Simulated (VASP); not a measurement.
Write the native input for VASP 6.6.1 that does the following.

| Property | Result |
| --- | --- |
| Task | single point |
| Functional | LDA |
| Potentials or basis | VASP PAW LDA potentials, release 64 (Ti_sv, Ag) |
| Cutoff | 520 eV |
| k mesh | 9 × 9 × 9 |
| Occupations | fermi-dirac, width 0.08 eV |
| Spin | no spin polarisation |
| Dipole correction | no |
| Further INCAR settings | ALGO = Normal; EDIFF = 1e-06; NBANDS = 32 |

The structure of Ti3Ag lies in POSCAR:

```
Ti3Ag
1.0
    4.2147292849      0.0000000000      0.0000000000
    0.0000000000      4.2147292849      0.0000000000
    0.0000000000      0.0000000000      3.9761597028
Ti Ag
3 1
Direct
    0.0000000000      0.5000000000      0.5000000000
    0.5000000000      0.0000000000      0.5000000000
    0.5000000000      0.5000000000      0.0000000000
    0.0000000000      0.0000000000      0.0000000000
```

These files were run (other wordings do the same):

INCAR

```
ALGO = Normal ; EDIFF = 1E-6
ENCUT = 520 ; ISIF = 2
ISMEAR = -1 ; LASPH = T
LCHARG = F ; LREAL = F
LWAVE = F ; NBANDS = 32
NELM = 60 ; PREC = Accurate
SIGMA = 0.08
```

KPOINTS

```
k-points
0
Gamma
  9 9 9
```

Potentials or basis: VASP PAW LDA potentials, release 64 (Ti_sv, Ag).

The run is started by

```bash
$ cat potpaw_LDA.64/Ti_sv/POTCAR potpaw_LDA.64/Ag/POTCAR > POTCAR
$ mpirun -np 1 vasp_std > vasp.out
```

Results of the run:

```
Pressure               : -11.5 GPa
Band gap on the k mesh : zero (an odd number of electrons rules out a gap without spin polarisation)
```

Caveat: the cell stands under tension.

It took 78 s on 1 thread of Intel(R) Xeon(R) Platinum 8559C (Emerald Rapids) (shared host), peak memory 0.26 GiB.
